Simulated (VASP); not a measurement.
Write the native input for VASP 6.6.1 that does the following.

* Task: relaxation of cell and atoms
* Functional: PBE
* Potentials or basis: VASP PAW PBE potentials, release 64 (Pt)
* Cutoff: 600 eV
* k mesh: 17 × 17 × 16
* Occupations: fermi-dirac, width 0.05 eV
* Spin: no spin polarisation
* Target pressure: 92 GPa
* Dipole correction: no
* Further INCAR settings: ALGO = Normal; EDIFF = 1e-06; IBRION = 2; EDIFFG = -0.005; NSW = 60; ISIF = 3

The structure of Pt lies in POSCAR:

```
Pt
1.0
    2.5184116441      0.0000000000      0.0000000000
   -1.2592058221      2.1810084610      0.0000000000
    0.0000000000      0.0000000000      2.3673069455
Pt
1
Direct
    0.0000000000      0.0000000000      0.0000000000
```

The input as run:

INCAR

```
  PREC = Accurate
  ENCUT = 600
  EDIFF = 1E-6
  ISMEAR = -1
  SIGMA = 0.05
  LREAL = F
  LASPH = T
  NELM = 100
  ALGO = Normal
  ISIF = 3
  LWAVE = F
  LCHARG = F
  GGA = PE
  IBRION = 2
  NSW = 60
  EDIFFG = -0.005
  PSTRESS = 920.0
```

KPOINTS

```
Automatic mesh
0
Gamma
  17 17 16
```

Potentials or basis: VASP PAW PBE potentials, release 64 (Pt).

The run is started by

```sh
$ cat potpaw_PBE.64/Pt/POTCAR > POTCAR
$ mpirun -np 1 vasp_std > vasp.out
```

Results of the run:

- Relaxed volume: 13.35 Å³/atom
- Relaxed cell: a = 2.509 Å, b = 2.509 Å, c = 2.450 Å, α = 90.00°, β = 90.00°, γ = 120.00°
- Space group after relaxing (to 0.05 Å): P6/mmm (No. 191)
- Energy change on relaxing (the enthalpy is what falls): -271.3 meV/atom
- Ionic steps: 11
- Pressure after relaxing: 92.0 GPa
- Band gap on the k mesh: zero (band 5 reaches 16.10 eV, above the bottom of band 6 at 11.51 eV)

Caveat: the cell is relaxed towards a set pressure, so the enthalpy falls and the energy may rise; spin-orbit coupling is left out, which moves the levels of the heavy elements.

It took 66 s on 1 thread of Intel(R) Xeon(R) 6975P-C (Granite Rapids), with other jobs on the host, peak memory 0.18 GiB.
